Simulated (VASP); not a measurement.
# TaN (Amm2) in VASP: further runs

The runs below take TaN through single point, with r2SCAN.

Everything below comes from runs of VASP 6.6.1. Logs are shortened: lines on timing, memory, paths and dates and some standing lists are left out, and cuts for length are marked.

### Step 1. The cell of the first run

It takes space group Amm2 (No. 38, orthorhombic). Conventional cell: a = 2.883 Å, b = 2.938 Å, c = 5.394 Å, α = 90.00°, β = 90.00°, γ = 90.00°. Within 3.0 Å of Ta (site symmetry mm2) lie 6 N at 2.25 to 2.30 Å and 4 Ta at 2.88 to 2.94 Å. N (site symmetry mm2) has 6 Ta at 2.25 to 2.30 Å and 4 N at 2.88 to 2.94 Å within 3.0 Å.

### Step 2. Single point, r2SCAN (strain +0.0600 x Voigt [0, 1, 0, 0, 0, 0])

The input, POSCAR:

```
TaN
1.0
    2.9379988584      0.0000000000      0.0000000000
   -1.4689994292      2.6970445465      0.0000000000
    0.0000000000      0.0000000000      2.8830000000
Ta N
1 1
Direct
    0.3333333333      0.6666666667      0.5000000000
    0.0000000000      0.0000000000      0.0000000000
```

The input, INCAR.step1:

```
ALGO = Normal ; EDIFF = 1E-4
ENCUT = 520 ; GGA = PE
ISMEAR = 0 ; LASPH = True
LCHARG = False ; LREAL = False
LWAVE = True ; NBANDS = 15
NELM = 100 ; PREC = Accurate
SIGMA = 0.15
```

The input, INCAR.step2:

```
ALGO = Normal ; EDIFF = 1E-6
ENCUT = 520 ; ISIF = 2
ISMEAR = 0 ; ISTART = 1
LASPH = True ; LCHARG = False
LMIXTAU = True ; LREAL = False
LWAVE = False ; METAGGA = R2SCAN
NBANDS = 15 ; NELM = 100
PREC = Accurate ; SIGMA = 0.15
```

The input, KPOINTS:

```
k-points
0
Gamma
  18 18 16
```

Potentials or basis: VASP PAW PBE potentials, release 64 (Ta_pv, N).

Started as:

```console
$ cat potpaw_PBE.64/Ta_pv/POTCAR potpaw_PBE.64/N/POTCAR > POTCAR
$ cp INCAR.step1 INCAR
$ mpirun -np 1 vasp_std > vasp.out
$ cp INCAR.step2 INCAR
$ mpirun -np 1 vasp_std > vasp.out
```

OUTCAR:

```text
EDIFF = 1E-6
   ENCUT = 520
   ISIF = 2
   ISMEAR = 0
   ISTART = 1
   LASPH = True
   LREAL = False
   METAGGA = R2SCAN
   NELM = 100
   PREC = Accurate

 ion  position               nearest neighbor table
   1  0.333  0.667  0.500-   2 2.25   2 2.25   2 2.25   2 2.25   2 2.30   2 2.30
   2  0.000  0.000  0.000-   1 2.25   1 2.25   1 2.25   1 2.25   1 2.30   1 2.30

  LATTYP: Found a base centered orthorhombic cell.
 ALAT       =     2.9379988584
 B/A-ratio  =     1.8359738560
 C/A-ratio  =     0.9812801635

  Lattice vectors:

 A1 = (   1.4689994292,  -2.6970445465,   0.0000000000)
 A2 = (   1.4689994292,   2.6970445465,   0.0000000000)
 A3 = (   0.0000000000,   0.0000000000,   2.8830000000)

Analysis of symmetry for initial positions (statically):
=====================================================================
 Subroutine PRICEL returns:
 Original cell was already a primitive cell.

 Routine SETGRP: Setting up the symmetry group for a
 base centered orthorhombic supercell.

 Subroutine GETGRP returns: Found  4 space group operations
 (whereof  4 operations were pure point group operations)
 out of a pool of  8 trial point group operations.

The static configuration has the point symmetry C_2v.

Analysis of symmetry for dynamics (positions and initial velocities):
=====================================================================
 Subroutine PRICEL returns:
 Original cell was already a primitive cell.

 Routine SETGRP: Setting up the symmetry group for a
 base centered orthorhombic supercell.

 Subroutine GETGRP returns: Found  4 space group operations
 (whereof  4 operations were pure point group operations)
 out of a pool of  8 trial point group operations.

The dynamic configuration has the point symmetry C_2v.

 Subroutine INISYM returns: Found  4 space group operations
 (whereof  4 operations are pure point group operations),
 and found     1 'primitive' translations

----------------------------------------------------------------------------------------

                                     Primitive cell

  volume of cell :      22.8446

  direct lattice vectors                    reciprocal lattice vectors
     2.937998858  0.000000000  0.000000000     0.340367729  0.185388113  0.000000000
    -1.468999429  2.697044546  0.000000000     0.000000000  0.370776227  0.000000000
     0.000000000  0.000000000  2.883000000     0.000000000  0.000000000  0.346860909

  length of vectors
     2.937998858  3.071157536  2.883000000     0.387580887  0.370776227  0.346860909

  position of ions in fractional coordinates (direct lattice)
     0.333333333  0.666666667  0.500000000
     0.000000000  0.000000000  0.000000000

  ion indices of the primitive-cell ions
   primitive index   ion index
                 1           1
                 2           2

----------------------------------------------------------------------------------------

 KPOINTS: k-points

Automatic generation of k-mesh.
 Grid dimensions read from file:
 generate k-points for:   18   18   16

 Generating k-lattice:

  Cartesian coordinates                     Fractional coordinates (reciprocal lattice)
     0.018909318  0.010299340  0.000000000     0.055555556  0.000000000  0.000000000
     0.000000000  0.020598679  0.000000000     0.000000000  0.055555556  0.000000000
     0.000000000  0.000000000  0.021678807     0.000000000  0.000000000  0.062500000

  Length of vectors
     0.021532271  0.020598679  0.021678807

  Shift w.r.t. Gamma in fractional coordinates (k-lattice)
     0.000000000  0.000000000  0.000000000

 Subroutine IBZKPT returns following result:
 ===========================================

 Found    819 irreducible k-points:

 Following reciprocal coordinates:
            Coordinates               Weight
  0.000000  0.000000  0.000000      1.000000
  0.055556  0.000000  0.000000      4.000000
  0.111111  0.000000  0.000000      4.000000
  0.166667  0.000000  0.000000      4.000000
  0.222222  0.000000  0.000000      4.000000
  0.277778  0.000000  0.000000      4.000000
[... 16 lines left out ...]
 -0.333333  0.055556  0.000000      4.000000
 -0.277778  0.055556  0.000000      4.000000
 [... further k-points ...]
   k-points           NKPTS =    819   k-points in BZ     NKDIM =    819   number of bands    NBANDS=     15
   number of dos      NEDOS =    301   number of ions     NIONS =      2
   total plane-waves  NPLWV =  13824
   dimension x,y,z NGX =    24 NGY =   24 NGZ =   24
   dimension x,y,z NGXF=    48 NGYF=   48 NGZF=   48
   ions per type =               1   1
   NGX,Y,Z   is equivalent  to a cutoff of  13.58, 12.99, 13.84 a.u.
   NGXF,Y,Z  is equivalent  to a cutoff of  27.16, 25.98, 27.68 a.u.
 SYSTEM =  unknown system
   PREC   = accura    normal or accurate (medium, high low for compatibility)
   ISTART =      1    job   : 0-new  1-cont  2-samecut
   ICHARG =      0    charge: 1-file 2-atom 10-const
   ISPIN  =      1    spin polarized calculation?
[... 59 lines left out ...]
 Fermi energy:         7.5159605155

 k-point     1 :       0.0000    0.0000    0.0000
  band No.  band energies     occupation
      1     -28.6138      2.00000
      2     -28.5409      2.00000
      3     -28.4115      2.00000
      4     -10.7673      2.00000
      5       2.4692      2.00000
      6       3.1969      2.00000
      7       3.5764      2.00000
      8       4.7335      2.00000
      9       9.4016      0.00000
     10      10.9247      0.00000
     11      11.5002      0.00000
     12      11.6534      0.00000
     13      11.7272      0.00000
     14      18.0362      0.00000
     15      21.3375      0.00000

 k-point     2 :       0.0556    0.0000    0.0000
  band No.  band energies     occupation
      1     -28.6104      2.00000
      2     -28.5501      2.00000
      3     -28.4366      2.00000
      4     -10.7085      2.00000
      5       2.4568      2.00000
      6       3.0412      2.00000
      7       3.6673      2.00000
      8       4.6510      2.00000
      9       9.6512      0.00000
     10      10.9060      0.00000
     11      11.4755      0.00000
     12      11.5412      0.00000
     13      11.8027      0.00000
     14      18.0362      0.00000
     15      21.3021      0.00000

 k-point     3 :       0.1111    0.0000    0.0000
  band No.  band energies     occupation
      1     -28.6005      2.00000
      2     -28.5856      2.00000
      3     -28.4990      2.00000
      4     -10.5385      2.00000
      5       2.2130      2.00000
      6       2.9050      2.00000
      7       3.8897      2.00000
      8       4.4255      2.00000
      9      10.2580      0.00000
     10      10.8227      0.00000
     11      11.3307      0.00000
     12      11.3941      0.00000
     13      12.0121      0.00000
     14      18.0363      0.00000
     15      21.2236      0.00000

 k-point     4 :       0.1667    0.0000    0.0000
  band No.  band energies     occupation
      1     -28.6776      2.00000
      2     -28.5854      2.00000
      3     -28.5549      2.00000
      4     -10.2759      2.00000
      5       1.6476      2.00000
      6       3.0339      2.00000
      7       4.1090      2.00000
      8       4.1944      2.00000
      9      10.3614      0.00000
     10      11.0868      0.00000
     11      11.2669      0.00000
     12      11.4264      0.00000
     13      12.2869      0.00000
     14      18.0363      0.00000
     15      21.1687      0.00000
[... 307 lines left out ...]
 k-point    22 :      -0.3889    0.0556    0.0000
  band No.  band energies     occupation
      1     -29.1764      2.00000
      2     -28.6835      2.00000
      3     -28.5175      2.00000
      4      -9.0639      2.00000
      5      -0.2308      2.00000
      6       2.9854      2.00000
      7       3.7590      2.00000
      8       4.6849      2.00000
      9      10.0145      0.00000
     10      10.6766      0.00000
     11      12.2095      0.00000
     12      12.9696      0.00000
     13      14.2514      0.00000
     14      18.0337      0.00000
     15      21.0393      0.00000

 k-point    23 :      -0.3333    0.0556    0.0000
  band No.  band energies     occupation
      1     -29.0566      2.00000
      2     -28.6533      2.00000
      3     -28.5342      2.00000
      4      -9.3773      2.00000
      5       0.1640      2.00000
      6       3.2366      2.00000
      7       3.6157      2.00000
      8       4.7150      2.00000
      9       9.7881      0.00000
     10      10.8403      0.00000
     11      11.8499      0.00000
     12      12.8472      0.00000
     13      13.5080      0.00000
     14      18.0355      0.00000
     15      21.3716      0.00000

 k-point    24 :      -0.2778    0.0556    0.0000
  band No.  band energies     occupation
      1     -28.9134      2.00000
      2     -28.6205      2.00000
      3     -28.5534      2.00000
      4      -9.7264      2.00000
      5       0.6799      2.00000
      6       3.3801      2.00000
      7       3.5472      2.00000
      8       4.6285      2.00000
      9       9.8479      0.00000
     10      11.0166      0.00000
     11      11.4914      0.00000
     12      12.6645      0.00000
     13      12.7175      0.00000
     14      18.0361      0.00000
     15      21.2672      0.00000

 [... further k-points ...]
[... 5 lines left out ...]
  --------------------------------------------------------------------------------------
  -------------------------------------------------------------------------------------
  Total       -1.2637583     -4.7866838     -0.7867591      0.0000000      0.0000000      0.0000000
  in kB      -88.6319303   -335.7074177    -55.1782569      0.0000000      0.0000000      0.0000000
  external PRESSURE =    -159.8392016 kB  Pullay stress =       0.0000000 kB

 VOLUME and BASIS-vectors are now :
 -----------------------------------------------------------------------------
  energy-cutoff  :      520.00
  volume of cell :       22.84
      direct lattice vectors                 reciprocal lattice vectors
     2.937998858  0.000000000  0.000000000     0.340367729  0.185388113  0.000000000
    -1.468999429  2.697044546  0.000000000     0.000000000  0.370776227  0.000000000
     0.000000000  0.000000000  2.883000000     0.000000000  0.000000000  0.346860909

 POSITION                                       TOTAL-FORCE (eV/Angst)
 -----------------------------------------------------------------------------------
     -0.00000      1.79803      1.44150        -0.000000      0.031967      0.000000
      0.00000      0.00000      0.00000         0.000000     -0.031967      0.000000
 -----------------------------------------------------------------------------------
    total drift:                                0.000001      0.000236      0.000000

  FREE ENERGIE OF THE ION-ELECTRON SYSTEM (eV)
  ---------------------------------------------------
  free  energy   TOTEN  =       -60.2579950738 eV

  energy  without entropy=      -60.2575261049  energy(sigma->0) =      -60.25776059
```

Run time: 6 min. Hardware: 1 thread of Intel Xeon Platinum 8559C (Emerald Rapids), shared host; peak memory 0.39 GiB.

Results:

- Free energy: -60.2580 eV
- Pressure: -16.0 GPa
- Largest force: 0.032 eV/Å
- Band gap on the k mesh: zero (band 8 reaches 7.56 eV, above the bottom of band 9 at 7.43 eV)

Forces on the atoms (eV/Å):
```
Ta   0.000  0.032  0.000
N    0.000 -0.032  0.000
```

Stress tensor (GPa, compression positive):
```
 -8.86   0.00   0.00
  0.00 -33.57   0.00
  0.00   0.00  -5.52
```

Caveat: the cell differs from its parent crystal (strain +0.0600 x Voigt [0, 1, 0, 0, 0, 0]); the PAW data sets were made with another functional, which shifts forces and pressure a little; spin-orbit coupling is left out, which moves the levels of the heavy elements.

### Step 3. Single point, r2SCAN (strain +0.0450 x Voigt [0, 1, 0, 0, 0, 0])

The input, POSCAR:

```
TaN
1.0
    2.9379988584      0.0000000000      0.0000000000
   -1.4689994292      2.6588788218      0.0000000000
    0.0000000000      0.0000000000      2.8830000000
Ta N
1 1
Direct
    0.3333333333      0.6666666667      0.5000000000
    0.0000000000      0.0000000000      0.0000000000
```

The input, INCAR.step1:

```
SYSTEM = TaN
PREC     = Accurate       ! precision mode
ENCUT    = 520            ! plane-wave cutoff, eV
ISMEAR   = 0              ! smearing method
SIGMA    = 0.15           ! smearing width, eV
LREAL    = .False.        ! projectors in reciprocal space
LASPH    = .True.         ! aspherical terms in the spheres
NELM     = 80             ! most SCF steps
NBANDS   = 15             ! bands
GGA      = PE             ! functional
ALGO     = Normal         ! electronic algorithm
EDIFF    = 1E-4           ! SCF threshold, eV
LWAVE    = .True.         ! write WAVECAR
LCHARG   = .False.        ! write CHGCAR
```

The input, INCAR.step2:

```
SYSTEM = TaN
PREC     = Accurate       ! precision mode
ENCUT    = 520            ! plane-wave cutoff, eV
EDIFF    = 1E-7           ! SCF threshold, eV
ISMEAR   = 0              ! smearing method
SIGMA    = 0.15           ! smearing width, eV
LREAL    = .False.        ! projectors in reciprocal space
LASPH    = .True.         ! aspherical terms in the spheres
NELM     = 80             ! most SCF steps
ALGO     = Normal         ! electronic algorithm
ISIF     = 2              ! what is computed and relaxed
LWAVE    = .False.        ! write WAVECAR
LCHARG   = .False.        ! write CHGCAR
METAGGA  = R2SCAN         ! meta-GGA
LMIXTAU  = .True.       
NBANDS   = 15             ! bands
ISTART   = 1
```

The input, KPOINTS:

```
regular mesh
0
Gamma
  18 18 16
  0 0 0
```

Potentials or basis: VASP PAW PBE potentials, release 64 (Ta_pv, N).

Started as:

```console
$ cat potpaw_PBE.64/Ta_pv/POTCAR potpaw_PBE.64/N/POTCAR > POTCAR
$ cp INCAR.step1 INCAR
$ mpirun -np 1 vasp_std > vasp.out
$ cp INCAR.step2 INCAR
$ mpirun -np 1 vasp_std > vasp.out
```

Run time: 4.9 min. Hardware: 1 thread of Intel Xeon 6975P-C (Granite Rapids), shared host; peak memory 0.38 GiB.

The run converged. Its results:

```
Free energy            : -60.3179 eV
Pressure               : -12.3 GPa
Largest force          : 0.003 eV/Å
Band gap on the k mesh : zero (band 8 reaches 7.80 eV, above the bottom of band 9 at 7.64 eV)
```

Forces in eV/Å, atoms in the order of the input:
```
Ta   0.000  0.003  0.000
N    0.000 -0.003  0.000
```

Stress tensor (GPa, compression positive):
```
 -6.95   0.00   0.00
  0.00 -26.01   0.00
  0.00   0.00  -3.95
```

Levels at points of the mesh, in eV from the Fermi level:
```csv
k point,band 6,band 7,band 8,band 9,band 10,band 11
"(0.00, 0.00, 0.00)",-4.46,-4.07,-2.89,2.01,3.46,4.01
"(0.50, 0.00, 0.00)",-4.98,-3.48,-3.32,3.10,3.64,5.11
"(0.00, 0.50, 0.00)",-4.97,-3.46,-3.17,3.43,3.79,5.01
"(0.00, 0.00, 0.50)",-4.01,-3.82,-0.42,0.47,2.61,3.15
"(0.50, 0.00, 0.50)",-6.22,-5.90,-0.31,4.15,5.03,6.06
"(0.00, 0.50, 0.50)",-6.15,-5.47,-0.74,4.24,4.98,5.80
```

Caveat: the cell differs from its parent crystal (strain +0.0450 x Voigt [0, 1, 0, 0, 0, 0]); the PAW data sets were made with another functional, which shifts forces and pressure a little; spin-orbit coupling is left out, which moves the levels of the heavy elements.

### Step 4. Single point, r2SCAN (strain +0.0525 x Voigt [0, 1, 0, 0, 0, 0])

The input, POSCAR:

```
TaN
1.0
    2.9379988584      0.0000000000      0.0000000000
   -1.4689994292      2.6779616842      0.0000000000
    0.0000000000      0.0000000000      2.8830000000
Ta N
1 1
Direct
    0.3333333333      0.6666666667      0.5000000000
    0.0000000000      0.0000000000      0.0000000000
```

The input, INCAR.step1:

```
SYSTEM = TaN
PREC = Accurate
ENCUT = 520
ISMEAR = 0
SIGMA = 0.15
LREAL = .FALSE.
LASPH = .TRUE.
NELM = 80
NBANDS = 15
GGA = PE
ALGO = Normal
EDIFF = 1E-4
LWAVE = .TRUE.
LCHARG = .FALSE.
```

The input, INCAR.step2:

```
SYSTEM = TaN
PREC = Accurate
ENCUT = 520
EDIFF = 1E-6
ISMEAR = 0
SIGMA = 0.15
LREAL = .FALSE.
LASPH = .TRUE.
NELM = 80
ALGO = Normal
ISIF = 2
LWAVE = .FALSE.
LCHARG = .FALSE.
METAGGA = R2SCAN
LMIXTAU = .TRUE.
NBANDS = 15
ISTART = 1
```

The input, KPOINTS:

```
Automatic mesh
0
G
  18 18 16
  0 0 0
```

Started as:

```console
$ cat potpaw_PBE.64/Ta_pv/POTCAR potpaw_PBE.64/N/POTCAR > POTCAR
$ cp INCAR.step1 INCAR
$ mpirun -np 1 vasp_std > vasp.out
$ cp INCAR.step2 INCAR
$ mpirun -np 1 vasp_std > vasp.out
```

Wall time 4.5 min (1 thread of Intel Xeon 6975P-C (Granite Rapids), shared host); peak memory 0.38 GiB.

The run converged. Its results:

* Free energy: -60.2899 eV
* Pressure: -14.2 GPa
* Largest force: 0.016 eV/Å
* Band gap on the k mesh: zero (band 8 reaches 7.68 eV, above the bottom of band 9 at 7.52 eV)

Forces in eV/Å, atoms in the order of the input:
```
Ta   0.000  0.016  0.000
N    0.000 -0.016  0.000
```

Stress tensor (GPa, compression positive):
```
 -7.93   0.00   0.00
  0.00 -29.89   0.00
  0.00   0.00  -4.75
```

Levels at points of the mesh, in eV from the Fermi level:
```csv
k point,band 5,band 6,band 7,band 8,band 9,band 10,band 11,band 12
"(0.00, 0.00, 0.00)",-5.03,-4.39,-4.00,-2.83,1.95,3.44,4.00,4.09
"(0.50, 0.00, 0.00)",-8.23,-4.89,-3.47,-3.25,3.10,3.57,5.09,5.41
"(0.00, 0.50, 0.00)",-8.36,-4.87,-3.42,-3.11,3.48,3.75,4.97,5.56
"(0.00, 0.00, 0.50)",-9.27,-3.99,-3.78,-0.44,0.58,2.67,3.10,3.66
"(0.50, 0.00, 0.50)",-7.26,-6.16,-5.87,-0.25,4.12,4.96,6.08,7.01
"(0.00, 0.50, 0.50)",-7.25,-6.08,-5.37,-0.75,4.22,4.92,5.77,6.97
```

Caveat: the cell differs from its parent crystal (strain +0.0525 x Voigt [0, 1, 0, 0, 0, 0]); the PAW data sets were made with another functional, which shifts forces and pressure a little; spin-orbit coupling is left out, which moves the levels of the heavy elements.

### Step 5. Summary

```tsv
cell	gap on the mesh (eV)	pressure (GPa)	largest force (eV/Å)
a = 2.938, b = 3.071, c = 2.883 Å, angles 90.0, 90.0, 118.6°, 2 atoms	none	-16.0	0.03
a = 2.938, b = 3.038, c = 2.883 Å, angles 90.0, 90.0, 118.9°, 2 atoms	none	-12.3	-
a = 2.938, b = 3.054, c = 2.883 Å, angles 90.0, 90.0, 118.7°, 2 atoms	none	-14.2	0.02
```

Alike in all rows: task single point; level r2SCAN; potentials or basis VASP PAW PBE potentials, release 64 (Ta_pv, N); no spin polarisation; k mesh 18 × 18 × 16; cutoff (eV) 520; smearing gaussian 0.15 eV.

Caveats: the PAW data sets were made with another functional, which shifts forces and pressure a little; spin-orbit coupling is left out, which moves the levels of the heavy elements.

Absolute energies hang on the potentials; compare differences alone.
